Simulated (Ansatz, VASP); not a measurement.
**Two plane-wave programs on ZnS**

Contents of INCAR:

```
PREC = Accurate
ENCUT = 520
EDIFF = 1E-7
ISMEAR = -1
SIGMA = 0.02
LREAL = False
LASPH = True
NELM = 60
ALGO = Normal
ISIF = 2
LWAVE = False
LCHARG = False
GGA = PE
NBANDS = 16
```

File KPOINTS:

```
regular mesh
0
Gamma
  8 8 8
```

The input POSCAR:

```
ZnS
1.0
    0.0000000000      2.7749084075      2.5957808112
    2.7749084075      0.0000000000      2.5957808112
    2.7749084075      2.7749084075      0.0000000000
Zn S
1 1
Direct
    0.0000000000      0.0000000000      0.0000000000
    0.2500000000      0.2500000000      0.2500000000
```

Input for Ansatz:

```yaml
crystal:
  lattice:
    - [0.0, 2.7749084075, 2.5957808112]
    - [2.7749084075, 0.0, 2.5957808112]
    - [2.7749084075, 2.7749084075, 0.0]
  atoms:
    - { symbol: Zn, position: [0.0, 0.0, 0.0] }
    - { symbol: S, position: [0.25, 0.25, 0.25] }
kpoints:
  mp_grid: { grid: [8, 8, 8] }
  band_path:
    path:
      - [0.0, 0.0, 0.0]
      - [-0.5, -0.5, 0.0]
      - [-0.375, -0.375, 0.25]
      - [-0.375, 0.0, 0.375]
      - [0.0, 0.0, 0.5]
      - [-0.5, -0.25, 0.25]
    npoints: 1
hamiltonian:
  xc: pbe
scf:
  occupations: { method: fermi_dirac, width: 0.02 }
  n_extra_bands: 4
output:
  forces: true
  stress: true
  eigenvalues: true
```

Change from the starting cell: epitaxial_xy strain +3.0%.

Alike in both runs: task single point; functional PBE; k mesh 8 × 8 × 8; occupations fermi-dirac, width 0.02 eV; no spin polarisation.

```csv
,VASP,Ansatz
version,VASP 6.6.1,Ansatz 0.2.0
potentials or method,"VASP PAW PBE potentials, release 64 (Zn, S)","plane waves, PAW"
plane-wave cutoff (eV),520,420
valence electrons in the cell,18,18
```

|  | VASP | Ansatz | Ansatz less VASP |
| --- | --- | --- | --- |
| gap on the k mesh at the Fermi level (eV) | 1.91 | 1.91 | -0.006 |
| pressure (GPa) | 0.7 | 0.5 | -0.16 |
| traceless stress, the component that is largest in VASP (GPa) | 1.59 | 1.60 | +0.010 |

The functional is the same, so the differences come from potentials, cutoffs and numerics.
